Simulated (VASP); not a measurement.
A run of VASP 6.6.1 is set up as follows.

The input INCAR:

```
SYSTEM = SrBr2
  PREC = Accurate
  ENCUT = 520
  EDIFF = 1E-6
  ISMEAR = -1
  SIGMA = 0.03
  LREAL = .False.
  LASPH = .True.
  NELM = 60
  ALGO = Normal
  ISIF = 2
  LWAVE = .False.
  LCHARG = .False.
  GGA = CA
  NBANDS = 19
```

Contents of KPOINTS:

```
Automatic mesh
0
Gamma
  10 10 5
  0 0 0
```

The input POSCAR:

```
SrBr2
1.0
    4.2018144460      0.0000000000      0.0000000000
   -2.1009072230      3.6388780522      0.0000000000
    0.0000000000      0.0000000000      7.2898609864
Sr Br
1 2
Direct
    0.0000000000      0.0000000000      0.0000000000
    0.3333333333      0.6666666667      0.2438124328
    0.3333333333      0.6666666667      0.7561875672
```

Potentials or basis: VASP PAW LDA potentials, release 64 (Sr_sv, Br).

The run is started by

```bash
$ cat potpaw_LDA.64/Sr_sv/POTCAR potpaw_LDA.64/Br/POTCAR > POTCAR
$ mpirun -np 1 vasp_std > vasp.out
```

Task: Estimate the pressure.

Result: 0.1 GPa.

Task: Estimate the largest force.

Result: 0.028 eV/Å.

Forces on the atoms (eV/Å):
```
Sr   0.000  0.000  0.000
Br   0.000  0.000  0.028
Br   0.000  0.000 -0.028
```
